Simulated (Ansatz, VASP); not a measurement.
## Two plane-wave programs on ZnS

```
Zn S
1.0
     0.04017    2.67826    2.67826
     2.71843    0.00000    2.71843
     2.67826    2.67826    0.04017
Zn S
1 1
Direct
  0.00000 0.00000 0.00000
  0.75000 0.75000 0.75000
```

Change from the starting cell: strain +0.0300 x Voigt [0, 0, 0, 0, 1, 0], atoms carried along.

Alike in both runs: task single point; functional PBEsol; k mesh 10 × 10 × 10; occupations gaussian, width 0.05 eV; no spin polarisation.

|  | VASP | Ansatz |
| --- | --- | --- |
| version | VASP 6.6.1 | Ansatz 0.2.0 |
| potentials or method | VASP PAW PBE potentials, release 64 (Zn, S), cutoff 520 eV | scalar-relativistic, plane waves, PAW |
| valence electrons in the cell | 18 | 18 |

VASP gave:

| Quantity | Value |
| --- | --- |
| gap on the k mesh at the Fermi level (eV) | 2.03 |
| least direct gap on the mesh (eV) | 2.03 |
| pressure (GPa) | 0.3 |
| traceless stress, the component that is largest in VASP (GPa) | -2.22 |
| rms of the force components (eV/Å) | 0.107 |

Question: What did Ansatz give for the same quantities?

Answer: gap on the k mesh at the Fermi level (eV): 2.02; least direct gap on the mesh (eV): 2.02; pressure (GPa): 0.1; traceless stress, the component that is largest in VASP (GPa): -2.21; rms of the force components (eV/Å): 0.106.

VASP's potentials were made for PBE, not for PBEsol. Atom by atom the forces differ by 0.001 eV/Å (rms over components). With one functional, cell and mesh, what is left measures potentials, basis and numerics.
